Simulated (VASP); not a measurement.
# Si16C (a cell with a defect) in VASP: relaxation of the atoms with PBE

Aim: the relaxation of the atoms of Si16C (a cell with a defect) with PBE.

Program: VASP 6.6.1. These are calculated values, not measurements. Logs are shortened: lines on timing, memory, paths and dates and some standing lists are left out, and cuts for length are marked.

### 1 The cell of the first run

The cell holds a defect, 17 atoms: a = 7.735 Å, b = 7.735 Å, c = 7.735 Å, α = 60.00°, β = 60.00°, γ = 60.00°.

### 2 Relaxation of the atoms, PBE (with an interstitial atom)

INCAR reads:

```
  ALGO = Normal
  EDIFF = 1E-7
  EDIFFG = -0.025
  ENCUT = 520
  GGA = PE
  GGA_COMPAT = F
  IBRION = 2
  ISIF = 2
  ISMEAR = 0
  LASPH = T
  LCHARG = F
  LREAL = F
  LWAVE = F
  NELM = 120
  NELMIN = 4
  NSW = 65
  PREC = Accurate
  SIGMA = 0.01
```

KPOINTS reads:

```
k-points
0
Gamma
  2 2 2
```

POSCAR reads:

```
Si16C
1.0
    0.0000000000      5.4696766500     -5.4696766500
    5.4696766500      5.4696766500      0.0000000000
    5.4696766500      0.0000000000     -5.4696766500
Si C
16 1
Direct
    0.1251332242      0.1294000457      0.1228734897
    0.1289098823      0.6229653050      0.1240651673
    0.6355214195      0.1161303573      0.1267064039
    0.6250000000      0.6250000000      0.1250000000
    0.1235102353      0.1332988601      0.6149472282
    0.1250000000      0.6250000000      0.6250000000
    0.6250000000      0.1250000000      0.6250000000
    0.6250000000      0.6250000000      0.6250000000
    0.2498865197      0.7569182550      0.2572179299
    0.2500000000      0.2500000000      0.2500000000
    0.7377300407      0.7585216119      0.2697818318
    0.7481623963      0.2468317562      0.2370029002
    0.2434845634      0.7481930857      0.7560337861
    0.2445467565      0.2434426892      0.7448260174
    0.7500000000      0.7500000000      0.7500000000
    0.7413715732      0.2678315994      0.7451375741
    0.0041069836     -0.0074419423      0.0127708089
```

Potentials or basis: VASP PAW PBE potentials, release 64 (Si, C).

Launch:

```console
> cat potpaw_PBE.64/Si/POTCAR potpaw_PBE.64/C/POTCAR > POTCAR
> mpirun -np 1 vasp_std > vasp.out
```

OUTCAR:

```text
EDIFF = 1E-7
   EDIFFG = -0.025
   ENCUT = 520
   GGA = PE
   IBRION = 2
   ISIF = 2
   ISMEAR = 0
   LASPH = T
   LREAL = F
   NELM = 120
   NELMIN = 4
   NSW = 65
   PREC = Accurate

 ion  position               nearest neighbor table
   1  0.125  0.129  0.123-  17 2.33  10 2.35   9 2.35  12 2.38  14 2.39
   2  0.129  0.623  0.124-  13 2.33  17 2.34  10 2.36   9 2.45  11 2.47
   3  0.636  0.116  0.127-  12 2.24  11 2.26  17 2.33  16 2.42  10 2.44
   4  0.625  0.625  0.125-  15 2.37   9 2.37  12 2.39  11 2.47
   5  0.124  0.133  0.615-  14 2.28  10 2.31  16 2.41  13 2.43  17 2.51
   6  0.125  0.625  0.625-   9 2.32  13 2.35  15 2.37  14 2.41
   7  0.625  0.125  0.625-  15 2.37  16 2.40  14 2.41  12 2.45
   8  0.625  0.625  0.625-  11 2.25  16 2.26  15 2.37  13 2.41
   9  0.250  0.757  0.257-   6 2.32   1 2.35   4 2.37   2 2.45
  10  0.250  0.250  0.250-   5 2.31   1 2.35   2 2.36   3 2.44
  11  0.738  0.759  0.270-   8 2.25   3 2.26   4 2.47   2 2.47
  12  0.748  0.247  0.237-   3 2.24   1 2.38   4 2.39   7 2.45
  13  0.243  0.748  0.756-   2 2.33   6 2.35   8 2.41   5 2.43
  14  0.245  0.243  0.745-   5 2.28   1 2.39   7 2.41   6 2.41
  15  0.750  0.750  0.750-   4 2.37   6 2.37   7 2.37   8 2.37
  16  0.741  0.268  0.745-   8 2.26   7 2.40   5 2.41   3 2.42
  17  0.004  0.993  0.013-   1 2.33   3 2.33   2 2.34   5 2.51

  LATTYP: Found a face centered cubic cell.
 ALAT       =    10.9393533000

  Lattice vectors:

 A1 = (   0.0000000000,   5.4696766500,  -5.4696766500)
 A2 = (   5.4696766500,   5.4696766500,   0.0000000000)
 A3 = (   5.4696766500,   0.0000000000,  -5.4696766500)

Analysis of symmetry for initial positions (statically):
=====================================================================
 Subroutine PRICEL returns:
 Original cell was already a primitive cell.

 Routine SETGRP: Setting up the symmetry group for a
 face centered cubic supercell.

 Subroutine GETGRP returns: Found  1 space group operations
 (whereof  1 operations were pure point group operations)
 out of a pool of 48 trial point group operations.

The static configuration has the point symmetry C_1 .

Analysis of symmetry for dynamics (positions and initial velocities):
=====================================================================
 Subroutine PRICEL returns:
 Original cell was already a primitive cell.

 Routine SETGRP: Setting up the symmetry group for a
 face centered cubic supercell.

 Subroutine GETGRP returns: Found  1 space group operations
 (whereof  1 operations were pure point group operations)
 out of a pool of 48 trial point group operations.

The dynamic configuration has the point symmetry C_1 .

 Subroutine INISYM returns: Found  1 space group operations
 (whereof  1 operations are pure point group operations),
 and found     1 'primitive' translations

----------------------------------------------------------------------------------------

                                     Primitive cell

  volume of cell :     327.2766

  direct lattice vectors                    reciprocal lattice vectors
     0.000000000  5.469676650 -5.469676650    -0.091413082  0.091413082 -0.091413082
     5.469676650  5.469676650  0.000000000     0.091413082  0.091413082  0.091413082
     5.469676650  0.000000000 -5.469676650     0.091413082 -0.091413082 -0.091413082

  length of vectors
     7.735290900  7.735290900  7.735290900     0.158332102  0.158332102  0.158332102

  position of ions in fractional coordinates (direct lattice)
     0.125133224  0.129400046  0.122873490
     0.128909882  0.622965305  0.124065167
     0.635521420  0.116130357  0.126706404
     0.625000000  0.625000000  0.125000000
     0.123510235  0.133298860  0.614947228
     0.125000000  0.625000000  0.625000000
[... 9 lines left out ...]
     0.741371573  0.267831599  0.745137574
     0.004106984  0.992558058  0.012770809

  ion indices of the primitive-cell ions
   primitive index   ion index
                 1           1
                 2           2
                 3           3
                 4           4
                 5           5
                 6           6
[... 9 lines left out ...]
                16          16
                17          17

----------------------------------------------------------------------------------------

 KPOINTS: k-points

Automatic generation of k-mesh.
 Grid dimensions read from file:
 generate k-points for:    2    2    2

 Generating k-lattice:

  Cartesian coordinates                     Fractional coordinates (reciprocal lattice)
    -0.045706541  0.045706541 -0.045706541     0.500000000  0.000000000  0.000000000
     0.045706541  0.045706541  0.045706541     0.000000000  0.500000000  0.000000000
     0.045706541 -0.045706541 -0.045706541     0.000000000  0.000000000  0.500000000

  Length of vectors
     0.079166051  0.079166051  0.079166051

  Shift w.r.t. Gamma in fractional coordinates (k-lattice)
     0.000000000  0.000000000  0.000000000

 Subroutine IBZKPT returns following result:
 ===========================================

 Found      8 irreducible k-points:

 Following reciprocal coordinates:
            Coordinates               Weight
  0.000000  0.000000  0.000000      1.000000
  0.500000  0.000000  0.000000      1.000000
  0.000000  0.500000  0.000000      1.000000
  0.000000  0.000000  0.500000      1.000000
  0.500000  0.500000  0.500000      1.000000
  0.500000  0.500000  0.000000      1.000000
  0.000000  0.500000  0.500000      1.000000
  0.500000  0.000000  0.500000      1.000000
   k-points           NKPTS =      8   k-points in BZ     NKDIM =      8   number of bands    NBANDS=     43
   number of dos      NEDOS =    301   number of ions     NIONS =     17
   total plane-waves  NPLWV = 216000
   dimension x,y,z NGX =    60 NGY =   60 NGZ =   60
   dimension x,y,z NGXF=   120 NGYF=  120 NGZF=  120
   ions per type =              16   1
   NGX,Y,Z   is equivalent  to a cutoff of  12.90, 12.90, 12.90 a.u.
   NGXF,Y,Z  is equivalent  to a cutoff of  25.79, 25.79, 25.79 a.u.
 SYSTEM =  unknown system
   PREC   = accura    normal or accurate (medium, high low for compatibility)
   ISTART =      0    job   : 0-new  1-cont  2-samecut
   ICHARG =      2    charge: 1-file 2-atom 10-const
   ISPIN  =      1    spin polarized calculation?
   LNONCOLLINEAR =      F non collinear calculations
   LSORBIT =      F    spin-orbit coupling
   LASPH  =      T    aspherical Exc in radial PAW
   ENCUT  =  520.0 eV  38.22 Ry    6.18 a.u.  14.38 14.38 14.38*2*pi/ulx,y,z
   NELM   =    120;   NELMIN=  4; NELMDL= -5     # of ELM steps
   EDIFF  = 0.1E-06   stopping-criterion for ELM
   LREAL  =      F    real-space projection
   EDIFFG = -.3E-01   stopping-criterion for IOM
   NSW    =     65    number of steps for IOM
   IBRION =      2    ionic relax: 0-MD 1-quasi-New 2-CG
   NFREE  =      1    steps in history (QN), initial steepest desc. (CG)
   ISIF   =      2    stress and relaxation
   ISYM   =      2    0-nonsym 1-usesym 2-fastsym
   POTIM  = 0.5000    time-step for ionic-motion
   TEBEG  =    0.0;   TEEND  =   0.0 temperature during run
   PSTRESS=    0.0 pullay stress
   NELECT =      68.0000    total number of electrons
   NUPDOWN=      -1.0000    fix difference up-down
   EMIN   =  10.00;   EMAX   =-10.00  energy-range for DOS
   EFERMI =   0.00;   METHOD = LEGACY
   ISMEAR =     0;   SIGMA  =   0.01  broadening in eV -4-tet -1-fermi 0-gaus
   EFERMI_NEDOS =   21; number of points for ismear=-14 and -15
   IALGO  =     38    algorithm
   IMIX   =      4    mixing-type and parameters
     AMIX     =   0.40;   BMIX     =  1.00
     AMIX_MAG =   1.60;   BMIX_MAG =  1.00
  volume/ion in A,a.u.               =      19.25       129.92
  Fermi-wavevector in a.u.,A,eV,Ry     =   0.969630  1.832335 12.791964  0.940183
  Thomas-Fermi vector in A             =   2.099699
   LORBIT       =      0    0 simple, 1 ext, 2 COOP (PROOUT), +10 PAW based schemes
   GGA     = PE    functional components
   LHFCALC =     F    Hartree Fock is set to
   AEXX    =    0.0000 exact exchange contribution
   IVDW    =     0    specifies the selected vdW correction
   LEPSILON=     F    determine dielectric tensor
   LRPA    =     F    only Hartree local field effects (RPA)
 conjugate gradient relaxation of ions
 non-spin polarized calculation
 Gauss-broadening in eV      SIGMA  =   0.01
  energy-cutoff  :      520.00
  volume of cell :      327.28
 maximum number of plane-waves:      8824
 NGX is ok and might be reduce to    60
   NGX = 29   NGY = 29   NGZ = 29

--------------------------------------- Ionic step        1  -------------------------------------------

 number of electron      68.0000002 magnetization

 Free energy of the ion-electron system (eV)
  ---------------------------------------------------
  ext. energy  EPLUGINS =         0.00000000
  ---------------------------------------------------
  free energy    TOTEN  =       -89.01837883 eV

  energy without entropy =      -89.01837883  energy(sigma->0) =      -89.01837883

------------------------ aborting loop because EDIFF is reached ----------------------------------------

  FORCE on cell =-STRESS in cart. coord.  units (eV):
  Direction    XX          YY          ZZ          XY          YZ          ZX
  --------------------------------------------------------------------------------------
  -------------------------------------------------------------------------------------
  Total        0.8233480      1.4132076      2.1817461      1.8512524      2.2389765     -1.9213637
  in kB        4.0306869      6.9183350     10.6807029      9.0627762     10.9608733     -9.4060049
  external PRESSURE =       7.2099083 kB  Pullay stress =       0.0000000 kB
[... 134 lines left out ...]
  FREE ENERGIE OF THE ION-ELECTRON SYSTEM (eV)
  ---------------------------------------------------
  free  energy   TOTEN  =       -89.6809686410 eV

  energy  without entropy=      -89.6809436854  energy(sigma->0) =      -89.68095616

[... ionic steps 4 to 23 ...]

--------------------------------------- Ionic step       24  -------------------------------------------

 number of electron      68.0000000 magnetization

------------------------ aborting loop because EDIFF is reached ----------------------------------------

  FORCE on cell =-STRESS in cart. coord.  units (eV):
  Direction    XX          YY          ZZ          XY          YZ          ZX
  --------------------------------------------------------------------------------------
  -------------------------------------------------------------------------------------
  Total        2.8944449      3.0173173      2.9411622     -0.8034822      0.7579970     -0.8309775
  in kB       14.1697086     14.7712284     14.3984124     -3.9334340      3.7107623     -4.0680371
  external PRESSURE =      14.4464498 kB  Pullay stress =       0.0000000 kB
[... 87 lines left out ...]
  energy  without entropy=      -89.9689715300  energy(sigma->0) =      -89.96897165

--------------------------------------- Ionic step       26  -------------------------------------------

 number of electron      68.0000001 magnetization

 Free energy of the ion-electron system (eV)
  ---------------------------------------------------
  ext. energy  EPLUGINS =         0.00000000
  ---------------------------------------------------
  free energy    TOTEN  =       -89.96922592 eV

  energy without entropy =      -89.96922508  energy(sigma->0) =      -89.96922550

 E-fermi :   6.1083     XC(G=0):  -9.4757

 val. band max:        6.0810464652   @ k =   0.0000   0.0000   0.0000
 cond. band min:       6.1362913298   @ k =   0.5000   0.5000   0.0000
 fundamental gap:      0.0552448646
 Fermi energy:         6.1083265570

 k-point     1 :       0.0000    0.0000    0.0000
  band No.  band energies     occupation
      1      -7.2079      2.00000
      2      -5.0663      2.00000
      3      -4.0944      2.00000
      4      -4.0938      2.00000
      5      -3.8180      2.00000
      6      -2.9565      2.00000
[... 401 lines left out ...]
  FREE ENERGIE OF THE ION-ELECTRON SYSTEM (eV)
  ---------------------------------------------------
  free  energy   TOTEN  =       -89.9692259195 eV

  energy  without entropy=      -89.9692250782  energy(sigma->0) =      -89.96922550

 reached required accuracy - stopping structural energy minimisation
```

Wall time 46 min (1 thread of Intel Xeon Platinum 8488C (Sapphire Rapids), shared host); peak memory 0.55 GiB.

Results:

```
Free energy                  : -89.9692 eV
Energy gained by relaxing    : 55.9 meV/atom
Ionic steps                  : 26
Pressure after relaxing      : 1.5 GPa
Largest force after relaxing : 0.016 eV/Å
Band gap on the k mesh       : 0.06 eV
```

Forces on the atoms (eV/Å):
```
Si   0.000  0.015 -0.006
Si  -0.009 -0.001 -0.007
Si  -0.005  0.000  0.002
Si   0.000  0.002 -0.004
Si  -0.002  0.001  0.005
Si  -0.006  0.001 -0.005
Si  -0.003  0.002  0.001
Si   0.004 -0.008 -0.001
Si   0.006  0.002  0.006
Si  -0.001  0.009 -0.005
Si   0.009 -0.005 -0.003
Si  -0.004 -0.008 -0.003
Si  -0.002  0.001 -0.004
Si   0.002 -0.004  0.003
Si   0.001 -0.003  0.004
Si   0.007 -0.002  0.004
C    0.004 -0.001  0.013
```

Step by step:
```csv
step,energy change (eV),largest force (eV/Å),pressure (GPa)
1,0.0000,2.2038,0.72
2,-0.6558,0.6716,0.47
3,-0.6626,0.6021,0.51
4,-0.7426,0.4076,0.66
5,-0.7776,0.4632,0.92
6,-0.8281,0.2472,1.11
7,-0.8436,0.2410,1.31
8,-0.8570,0.2529,1.46
9,-0.8572,0.2531,1.48
10,-0.8705,0.2506,1.56
11,-0.8780,0.2657,1.69
12,-0.8881,0.2858,1.70
13,-0.8998,0.3687,1.75
14,-0.9169,0.2291,1.66
15,-0.9287,0.2502,1.51
16,-0.9421,0.1207,1.40
17,-0.9429,0.1282,1.37
18,-0.9472,0.0697,1.37
19,-0.9472,0.0756,1.37
20,-0.9486,0.0403,1.38
21,-0.9489,0.0547,1.39
22,-0.9499,0.0368,1.41
23,-0.9501,0.0365,1.43
24,-0.9506,0.0250,1.44
25,-0.9506,0.0259,1.45
26,-0.9508,0.0162,1.45
```

Final structure:
```
CELL_PARAMETERS angstrom
0.00000 5.46968 -5.46968
5.46968 5.46968 0.00000
5.46968 0.00000 -5.46968
ATOMIC_POSITIONS crystal
Si 0.11404 0.11433 0.11355
Si 0.11234 0.66091 0.11356
Si 0.65702 0.11489 0.11343
Si 0.62642 0.62669 0.11927
Si 0.12915 0.13153 0.61052
Si 0.12583 0.62408 0.62818
Si 0.62260 0.12705 0.62789
Si 0.62208 0.62408 0.62724
Si 0.25802 0.74271 0.25746
Si 0.25280 0.25731 0.23598
Si 0.74103 0.74334 0.25648
Si 0.74217 0.25811 0.25711
Si 0.24998 0.75747 0.74259
Si 0.25066 0.25211 0.74259
Si 0.75119 0.75233 0.74466
Si 0.75507 0.25207 0.74236
C 0.97195 0.97709 0.07850
```

Levels at points of the mesh, in eV from the valence-band top:
```
           k point  band 31  band 32  band 33  band 34  band 35  band 36  band 37  band 38
(0.00, 0.00, 0.00)    -1.15    -0.37    -0.34     0.00     0.32     0.32     0.42     0.42
(0.50, 0.00, 0.00)    -1.29    -0.95    -0.90    -0.77     0.23     1.16     1.28     1.29
(0.00, 0.50, 0.00)    -1.29    -0.95    -0.91    -0.76     0.24     1.17     1.26     1.28
(0.00, 0.00, 0.50)    -1.18    -0.98    -0.96    -0.40     0.84     0.85     1.18     1.18
(0.50, 0.50, 0.50)    -1.30    -0.95    -0.90    -0.77     0.23     1.17     1.28     1.29
(0.50, 0.50, 0.00)    -1.66    -1.54    -1.36    -0.23     0.06     0.86     1.14     1.25
(0.00, 0.50, 0.50)    -1.68    -1.54    -1.34    -0.22     0.07     0.85     1.13     1.25
(0.50, 0.00, 0.50)    -1.66    -1.54    -1.36    -0.23     0.06     0.86     1.14     1.25
```

Caveat: the k points lie up to 0.50 Å⁻¹ apart; the cell differs from its parent crystal (with an interstitial atom); semilocal functionals underestimate gaps, and a narrow one can read as zero.
